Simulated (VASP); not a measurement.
Write the native input for VASP 6.6.1 that does the following.

| Quantity | Value |
| --- | --- |
| Task | single point |
| Functional | PBE |
| Potentials or basis | VASP PAW PBE potentials, release 64 (Na_pv, Ru_pv, W_sv) |
| Cutoff | 520 eV |
| k mesh | 4 × 4 × 4 |
| Occupations | gaussian, width 0.1 eV |
| Spin | no spin polarisation |
| Dipole correction | no |
| Further INCAR settings | ALGO = Normal; EDIFF = 1e-07; NBANDS = 62 |

The structure of NaRu3W4 lies in POSCAR:

```
NaRu3W4
1.0
   -3.1798906400      3.1798906400      3.1798906400
    3.1798906400     -3.1798906400      3.1798906400
    3.1798906400      3.1798906400     -3.1798906400
Na Ru W
1 3 4
Direct
    0.0000000000      0.0000000000      0.0000000000
    0.0000000000      0.5000000000      0.5000000000
    0.5000000000      0.0000000000      0.5000000000
    0.5000000000      0.5000000000      0.0000000000
    0.5000000000      0.5000000000      0.5000000000
    0.0000000000      0.0000000000      0.5000000000
    0.0000000000      0.5000000000      0.0000000000
    0.5000000000      0.0000000000      0.0000000000
```

The cell was built from a structure type or drawn by symmetry, and may not be a known phase.

One way to write it, as run:

INCAR

```
PREC = Accurate
ENCUT = 520
EDIFF = 1E-7
ISMEAR = 0
SIGMA = 0.1
LREAL = F
LASPH = T
NELM = 80
ALGO = Normal
ISIF = 2
LWAVE = F
LCHARG = F
GGA = PE
NBANDS = 62
```

KPOINTS

```
regular mesh
0
Gamma
  4 4 4
```

Potentials or basis: VASP PAW PBE potentials, release 64 (Na_pv, Ru_pv, W_sv).

The run is started by

```console
$ cat potpaw_PBE.64/Na_pv/POTCAR potpaw_PBE.64/Ru_pv/POTCAR potpaw_PBE.64/W_sv/POTCAR > POTCAR
$ mpirun -np 1 vasp_std > vasp.out
```

It gave:

```
Pressure               : -9.5 GPa
Band gap on the k mesh : zero (an odd number of electrons rules out a gap without spin polarisation)
```

Caveat: the cell stands under tension; spin-orbit coupling is left out, which moves the levels of the heavy elements.

It took 51 s on 1 thread of Intel(R) Xeon(R) 6975P-C (Granite Rapids), on a shared host, peak memory 0.28 GiB.
